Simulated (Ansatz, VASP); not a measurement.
## Ir: VASP beside Ansatz

INCAR

```
SYSTEM = Ir
PREC = Accurate
ENCUT = 520
EDIFF = 1E-6
ISMEAR = 0
SIGMA = 0.15
LREAL = .False.
LASPH = .True.
NELM = 80
ALGO = Fast
ISIF = 2
LWAVE = .False.
LCHARG = .True.
GGA = PE
LELF = .True.
LVHAR = .True.
NBANDS = 10
```

Contents of KPOINTS:

```
regular mesh
0
Gamma
  24 24 24
  0 0 0
```

The input POSCAR:

```
Ir
1.0
    0.0000000000      1.9460005285      1.8681605073
    1.9460005285      0.0000000000      1.8681605073
    1.9460005285      1.9460005285      0.0000000000
Ir
1
Direct
    0.0000000000      0.0000000000      0.0000000000
```

Input for Ansatz:

```yaml
crystal:
  lattice:
    - [0.0, 1.9460005285, 1.8681605073]
    - [1.9460005285, 0.0, 1.8681605073]
    - [1.9460005285, 1.9460005285, 0.0]
  atoms:
    - { symbol: Ir, position: [0.0, 0.0, 0.0] }
basis:
  ecutwfc: 420
kpoints:
  mp_grid: { grid: [24, 24, 24] }
hamiltonian:
  xc: pbe
scf:
  occupations: { method: gaussian, width: 0.15 }
output:
  forces: true
  stress: true
  eigenvalues: true
```

Alike in both runs: task single point; functional PBE; k mesh 24 × 24 × 24; occupations gaussian, width 0.15 eV; no spin polarisation.

|  | VASP | Ansatz |
| --- | --- | --- |
| version | VASP 6.6.1 | Ansatz 0.2.0 |
| potentials or method | VASP PAW PBE potentials, release 64 (Ir), cutoff 520 eV | scalar-relativistic, plane waves, PAW |
| valence electrons in the cell | 9 | 17 |

|  | VASP | Ansatz | Ansatz less VASP |
| --- | --- | --- | --- |
| gap on the k mesh at the Fermi level (eV) | none | none | - |
| pressure (GPa) | 10.0 | 9.4 | -0.51 |
| traceless stress, the component that is largest in VASP (GPa) | 10.05 | 10.10 | +0.049 |

A gap of «none» marks a metal or a gap that the smearing closes. VASP's potentials hold 9 valence electrons a cell and Ansatz's 17, so a difference there can come from the potentials and not from the codes.

Neither program's run includes spin-orbit coupling.
